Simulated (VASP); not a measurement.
Input of a VASP 6.6.1 run:

File INCAR:

```
SYSTEM = Ge
PREC = Accurate
ENCUT = 520
EDIFF = 1E-6
ISMEAR = 0
SIGMA = 0.15
LREAL = .False.
LASPH = .True.
NELM = 60
ALGO = Normal
ISIF = 2
LWAVE = .False.
LCHARG = .False.
GGA = PS
NBANDS = 36
```

The input KPOINTS:

```
regular mesh
0
Gamma
  12 12 8
  0 0 0
```

Contents of POSCAR:

```
Ge
1.0
    3.9969678618      0.0000000000      0.0000000000
   -1.9984839309      3.4787830849      0.0000000000
    0.0000000000      0.0000000000      6.5963651449
Ge
4
Direct
    0.6666666667      0.3333333333      0.0629118567
    0.3333333333      0.6666666667      0.5629118567
    0.6666666667      0.3333333333      0.4370881433
    0.3333333333      0.6666666667      0.9370881433
```

Potentials or basis: VASP PAW PBE potentials, release 64 (Ge_d).

Command:

```sh
$ cat potpaw_PBE.64/Ge_d/POTCAR > POTCAR
$ mpirun -np 1 vasp_std > vasp.out
```

What does it give for the pressure?

-0.4 GPa.

Estimate the largest force.

0.046 eV/Å.

Stress tensor (GPa, compression positive):
```
-0.25  0.00  0.00
 0.00 -0.92  0.00
 0.00  0.00 -0.18
```

Caveat: the cell differs from its parent crystal (strain +0.0050 x Voigt [0, 1, 0, 0, 0, 0]); the PAW data sets were made with another functional, which shifts forces and pressure a little.
